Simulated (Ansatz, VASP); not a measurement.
# GaAs in VASP and in Ansatz

```xyz
2
Lattice="0.0000 2.8014 2.8014 2.8014 0.0000 2.8014 2.8014 2.8014 0.0000" Properties=species:S:1:pos:R:3 pbc="T T T"
Ga    0.0000    0.0000    0.0000
As    1.4007    1.4007    1.4007
```

Alike in both runs: functional LDA; k mesh 12 × 12 × 12; occupations gaussian, width 0.01 eV; no spin polarisation.

Ansatz relaxed the structure, and its values are those at the end. VASP's run is a single point on that final structure, the one shown.

|  | VASP | Ansatz |
| --- | --- | --- |
| version | VASP 6.6.1 | Ansatz 0.2.0 |
| potentials or method | VASP PAW LDA potentials, release 64 (Ga_d, As), cutoff 500 eV | scalar-relativistic, plane waves, PAW |
| valence electrons in the cell | 18 | 28 |

VASP gave:

```
gap on the k mesh at the Fermi level (eV) : 0.54
least direct gap on the mesh (eV)         : 0.54
pressure (GPa)                            : 0.3
```

Q: Estimate Ansatz's values.

A: gap on the k mesh at the Fermi level (eV): 0.49; least direct gap on the mesh (eV): 0.49; pressure (GPa): 0.0.

Ansatz warns that its potentials were made for another functional, while VASP's fit it. LDA's correlation is that of Perdew and Zunger in VASP and of Perdew and Wang (1992) in Ansatz. VASP's potentials hold 18 valence electrons a cell and Ansatz's 28, so a difference there can come from the potentials and not from the codes.
